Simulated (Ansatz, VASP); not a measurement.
## Al8N in VASP and in Ansatz

```
Al N
1.0
     2.85432    0.00000    0.00000
    -1.42716    2.47192    0.00000
     0.00000    0.00000   33.47606
Al N
8 1
Direct
  0.33333 0.66667 0.11949
  0.00000 0.00000 0.18956
  0.66667 0.33333 0.25964
  0.00000 0.00000 0.32971
  0.33333 0.66667 0.39922
  0.00000 0.00000 0.46965
  0.66667 0.33333 0.54010
  0.00000 0.00000 0.61166
  0.33333 0.66667 0.67350
```

Alike in both runs: task single point; functional PBE; k mesh 9 × 9 × 1; occupations gaussian, width 0.1 eV; no spin polarisation.

|  | VASP | Ansatz |
| --- | --- | --- |
| version | VASP 6.6.1 | Ansatz 0.2.0 |
| potentials or method | VASP PAW PBE potentials, release 64 (Al, N), cutoff 520 eV | scalar-relativistic, plane waves, PAW |
| valence electrons in the cell | 29 | 29 |

```csv
,VASP,Ansatz,Ansatz less VASP
gap on the k mesh at the Fermi level (eV),none,none,-
rms of the force components (eV/Å),0.730,0.731,+0.0010
```

Atom by atom the forces differ by 0.001 eV/Å (rms over components). A gap of «none» marks a metal or a gap that the smearing closes. The functional is the same, so the differences come from potentials, cutoffs and numerics.
